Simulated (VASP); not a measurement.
**As: single point with PBEsol**

As:

```
CELL_PARAMETERS angstrom
2.74202 0.01153 0.01488
0.01153 2.69777 -0.03805
0.01488 -0.03805 2.67238
ATOMIC_POSITIONS crystal
As 0.49895 0.49168 0.48043
```

This cell differs from its parent crystal: the cell strained at random.

| Quantity | Value |
| --- | --- |
| Program | VASP 6.6.1 |
| Task | single point |
| Functional | PBEsol |
| Potentials or basis | VASP PAW PBE potentials, release 64 (As) |
| Cutoff | 520 eV |
| k mesh | 10 × 10 × 10 |
| Occupations | fermi-dirac, width 0.1 eV |
| Spin | no spin polarisation |
| Dipole correction | no |
| Further INCAR settings | ALGO = Normal; EDIFF = 1e-07; NBANDS = 8 |

| Item | Value |
| --- | --- |
| Pressure | -1.2 GPa |
| Band gap on the k mesh | zero (an odd number of electrons rules out a gap without spin polarisation) |

Stress tensor (GPa, compression positive):
```
-3.94 -0.19 -0.33
-0.19 -0.54  1.02
-0.33  1.02  1.03
```

Levels at points of the mesh, in eV from the Fermi level:
| k point | band 1 | band 2 | band 3 | band 4 | band 5 |
| --- | --- | --- | --- | --- | --- |
| (0.00, 0.00, 0.00) | -14.93 | 3.74 | 4.28 | 4.65 | 8.34 |
| (0.50, 0.00, 0.00) | -11.99 | -6.86 | 6.41 | 6.79 | 11.26 |
| (0.00, 0.50, 0.00) | -11.73 | -6.91 | 6.07 | 6.92 | 11.22 |
| (0.50, 0.50, 0.00) | -8.68 | -4.39 | -4.10 | 2.45 | 8.92 |
| (0.00, 0.00, 0.50) | -11.58 | -6.93 | 6.19 | 6.71 | 11.26 |
| (0.50, 0.00, 0.50) | -8.51 | -4.43 | -3.98 | 2.48 | 8.71 |
| (0.00, 0.50, 0.50) | -8.24 | -4.38 | -3.92 | 2.54 | 8.38 |
| (0.50, 0.50, 0.50) | -4.86 | -2.09 | -1.68 | -1.45 | 5.80 |

Wall time 56 s on 1 thread of AMD EPYC 7R43 64-Core Processor (Zen 3), with other jobs on the host, peak memory 0.15 GiB.

Caveat: the cell differs from its parent crystal (the cell strained at random); the PAW data sets were made with another functional, which shifts forces and pressure a little.
